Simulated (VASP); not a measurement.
A run of VASP 6.6.1 is set up as follows.

Contents of INCAR:

```
PREC = Accurate
ENCUT = 520
EDIFF = 1E-6
ISMEAR = 0
SIGMA = 0.01
LREAL = F
LASPH = T
NELM = 60
ALGO = Normal
ISIF = 2
LWAVE = F
LCHARG = T
GGA = PE
LELF = T
LVHAR = T
NBANDS = 56
```

The input KPOINTS:

```
regular mesh
0
Gamma
  4 6 6
```

POSCAR

```
HfO2
1.0
    5.2945362662      0.0000000000      0.0000000000
    0.0000000000      5.0697560509      0.0000000000
    0.0000000000      0.0000000000      5.1018666730
Hf O
4 8
Direct
    0.0000000008      0.2499999983      0.2043333333
    0.5000000008      0.2499999983      0.7043333333
    0.5000000008      0.7499999983      0.2043333333
    1.0000000008      0.7499999983      0.7043333333
    0.3009105408      0.0556188183      0.3978207633
    0.1990894608      0.0556188183      0.8978207633
    0.8009105408      0.4443811783      0.5108459033
    0.6990894608      0.4443811783      1.0108459033
    0.1990894608      0.5556188283      1.0108459033
    0.3009105308      0.5556188283      0.5108459033
    0.8009105408      0.9443811783      0.3978207633
    0.6990894608      0.9443811783      0.8978207633
```

Potentials or basis: VASP PAW PBE potentials, release 64 (Hf_pv, O).

The run is started by

```bash
$ cat potpaw_PBE.64/Hf_pv/POTCAR potpaw_PBE.64/O/POTCAR > POTCAR
$ mpirun -np 1 vasp_std > vasp.out
```

**Question.** Predict the band gap on the k mesh.

**Answer.** 3.86 eV (least direct gap 3.98 eV).

**Question.** Estimate the largest force.

**Answer.** 0.153 eV/Å.

**Question.** Predict the pressure.

**Answer.** 0.5 GPa.

Forces in eV/Å, atoms in the order of the input:
```
Hf   0.000  0.000  0.000
Hf   0.000  0.000  0.000
Hf   0.000  0.000  0.000
Hf   0.000  0.000  0.000
O    0.135 -0.071 -0.015
O   -0.135 -0.071 -0.015
O    0.135  0.071  0.015
O   -0.135  0.071  0.015
O   -0.135 -0.071  0.015
O    0.135 -0.071  0.015
O    0.135  0.071 -0.015
O   -0.135  0.071 -0.015
```

Caveat: the cell differs from its parent crystal (atoms displaced along a vibrational mode); spin-orbit coupling is left out, which moves the levels of the heavy elements. A k mesh can miss the band edges.
